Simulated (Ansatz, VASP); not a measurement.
Two plane-wave programs on WSe2

INCAR

```
SYSTEM = WSe2
PREC = Accurate
ENCUT = 520
EDIFF = 1E-6
ISMEAR = 0
SIGMA = 0.05
LREAL = .FALSE.
LASPH = .TRUE.
NELM = 100
ALGO = Normal
ISIF = 2
LWAVE = .FALSE.
LCHARG = .FALSE.
GGA = CA
NBANDS = 20
```

KPOINTS

```
regular mesh
0
G
  12 12 2
  0 0 0
```

File POSCAR:

```
WSe2
1.0
    3.1683912536     -0.0736141138      0.1843277587
   -1.6479473194      2.7801034895     -0.0909871200
    0.9254417754      0.0068220577     15.9104968356
W Se
1 2
Direct
   -0.0043251593      0.0132692761     -0.0010626711
    0.3814904526      0.6862459040      0.1015360390
    0.2895013733      0.6338181532      0.8995266321
```

Input for Ansatz:

```yaml
crystal:
  lattice:
    - [3.1683912536, -0.0736141138, 0.1843277587]
    - [-1.6479473194, 2.7801034895, -0.09098712]
    - [0.9254417754, 0.0068220577, 15.9104968356]
  atoms:
    - { symbol: W, position: [-0.0043251593, 0.0132692761, -0.0010626711] }
    - { symbol: Se, position: [0.3814904526, 0.686245904, 0.101536039] }
    - { symbol: Se, position: [0.2895013733, 0.6338181532, 0.8995266321] }
basis:
  ecutwfc: 420
kpoints:
  mp_grid: { grid: [12, 12, 2] }
hamiltonian:
  xc: lda
scf:
  occupations: { method: gaussian, width: 0.05 }
output:
  forces: true
  stress: true
  eigenvalues: true
  write_density: true
  write_potential: true
  elf: true
  volumetric_format: npy
```

Change from the starting cell: all atoms moved at random (sigma 0.1 Å a component), cell strained at random (sigma 0.05).

Alike in both runs: task single point; functional LDA; k mesh 12 × 12 × 2; occupations gaussian, width 0.05 eV; no spin polarisation.

```csv
,VASP,Ansatz
version,VASP 6.6.1,Ansatz 0.2.0
potentials or method,"VASP PAW LDA potentials, release 64 (W_sv, Se), cutoff 520 eV","scalar-relativistic, plane waves, PAW"
valence electrons in the cell,26,46
```

```tsv
	VASP	Ansatz	Ansatz less VASP
gap on the k mesh at the Fermi level (eV)	1.52	1.52	-0.006
least direct gap on the mesh (eV)	1.69	1.69	-0.002
rms of the force components (eV/Å)	2.564	2.501	-0.0628
```

LDA's correlation is that of Perdew and Zunger in VASP and of Perdew and Wang (1992) in Ansatz. Atom by atom the forces differ by 0.075 eV/Å (rms over components). VASP's potentials hold 26 valence electrons a cell and Ansatz's 46, so a difference there can come from the potentials and not from the codes. Ansatz's warnings: xc potential rough in thin density.

Spin-orbit coupling is off throughout.
